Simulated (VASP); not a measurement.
Wanted: the native input for a VASP 6.6.1 run.

```yaml
Task: density of states
Functional: PBE
Potentials_or_basis: VASP PAW PBE potentials, release 64 (C)
Cutoff: 520 eV
k_mesh: 10 × 10 × 10
Occupations: gaussian, width 0.01 eV
Spin: no spin polarisation
Dipole_correction: no
k_mesh_for_the_DOS: 15 × 15 × 15
Occupations_for_the_DOS: tetrahedron
Further_INCAR_settings: ALGO = Normal; EDIFF = 1e-06
```

The system is C.

```
C
1.0
     0.00000    1.78337    1.78337
     1.78337    0.00000    1.78337
     1.78337    1.78337    0.00000
C
2
Direct
  0.00000 0.00000 0.00000
  0.25000 0.25000 0.25000
```

The input as run:

POSCAR

```
C
1.0
    0.0000000000      1.7833700000      1.7833700000
    1.7833700000      0.0000000000      1.7833700000
    1.7833700000      1.7833700000      0.0000000000
C
2
Direct
    0.0000000000      0.0000000000      0.0000000000
    0.2500000000      0.2500000000      0.2500000000
```

INCAR.step1

```
SYSTEM = C
PREC = Accurate ; ENCUT = 520
EDIFF = 1E-6 ; ISMEAR = 0
SIGMA = 0.01 ; LREAL = .False.
LASPH = .True. ; NELM = 80
ALGO = Normal ; ISIF = 2
LWAVE = .False. ; LCHARG = .True.
GGA = PE ; NBANDS = 11
```

KPOINTS.step1

```
Automatic mesh
0
Gamma
  10 10 10
  0 0 0
```

INCAR.step2

```
SYSTEM = C
PREC = Accurate ; ENCUT = 520
EDIFF = 1E-6 ; ISMEAR = -5
SIGMA = 0.01 ; LREAL = .False.
LASPH = .True. ; NELM = 80
ALGO = Normal ; ISIF = 2
LWAVE = .False. ; LCHARG = .False.
GGA = PE ; LORBIT = 11
NEDOS = 2001 ; ICHARG = 11
```

KPOINTS.step2

```
Automatic mesh
0
Gamma
  15 15 15
  0 0 0
```

Potentials or basis: VASP PAW PBE potentials, release 64 (C).

The run is started by

```sh
$ cat potpaw_PBE.64/C/POTCAR > POTCAR
$ cp INCAR.step1 INCAR
$ cp KPOINTS.step1 KPOINTS
$ mpirun -np 1 vasp_std > vasp.out
$ cp INCAR.step2 INCAR
$ cp KPOINTS.step2 KPOINTS
$ mpirun -np 1 vasp_std > vasp.out
```

Results of the run:

```json
{
  "Valence electrons inside the program's atomic spheres": "C 2.58"
}
```

Run time: 7.2 s on 1 thread of Intel(R) Xeon(R) Platinum 8488C (Sapphire Rapids), with other jobs on the host, peak memory 0.12 GiB.
